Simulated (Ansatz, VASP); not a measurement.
## Two plane-wave programs on HfN

Contents of INCAR:

```
SYSTEM = HfN
ALGO = Normal ; EDIFF = 1E-6
ENCUT = 520 ; GGA = PE
ISIF = 2 ; ISMEAR = 0
LASPH = .True. ; LCHARG = .False.
LREAL = .False. ; LWAVE = .False.
NBANDS = 14 ; NELM = 100
PREC = Accurate ; SIGMA = 0.1
```

The input KPOINTS:

```
k-points
0
Gamma
  16 16 16
  0 0 0
```

Contents of POSCAR:

```
HfN
1.0
    0.0000000000      2.3184929566      2.3184929566
    2.3184929566      0.0000000000      2.3184929566
    2.3184929566      2.3184929566      0.0000000000
Hf N
1 1
Direct
    0.0000000000      0.0000000000      0.0000000000
    0.5000000000      0.5000000000      0.5000000000
```

Input for Ansatz:

```yaml
crystal:
  lattice:
    - [0.0, 2.3184929566, 2.3184929566]
    - [2.3184929566, 0.0, 2.3184929566]
    - [2.3184929566, 2.3184929566, 0.0]
  atoms:
    - { symbol: Hf, position: [0.0, 0.0, 0.0] }
    - { symbol: "N", position: [0.5, 0.5, 0.5] }
basis:
  ecutwfc: 420
kpoints:
  mp_grid: { grid: [16, 16, 16] }
hamiltonian:
  xc: pbe
scf:
  occupations: { method: gaussian, width: 0.1 }
output:
  forces: true
  stress: true
  eigenvalues: true
```

Alike in both runs: task single point; functional PBE; k mesh 16 × 16 × 16; occupations gaussian, width 0.1 eV; no spin polarisation.

|  | VASP | Ansatz |
| --- | --- | --- |
| version | VASP 6.6.1 | Ansatz 0.2.0 |
| potentials or method | VASP PAW PBE potentials, release 64 (Hf_pv, N), cutoff 520 eV | scalar-relativistic, plane waves, PAW |
| valence electrons in the cell | 15 | 31 |

```tsv
	VASP	Ansatz	Ansatz less VASP
gap on the k mesh at the Fermi level (eV)	none	none	-
pressure (GPa)	-15.7	-13.6	+2.13
```

A gap of «none» marks a metal or a gap that the smearing closes. VASP's potentials hold 15 valence electrons a cell and Ansatz's 31, so a difference there can come from the potentials and not from the codes.

Spin-orbit coupling is off throughout.
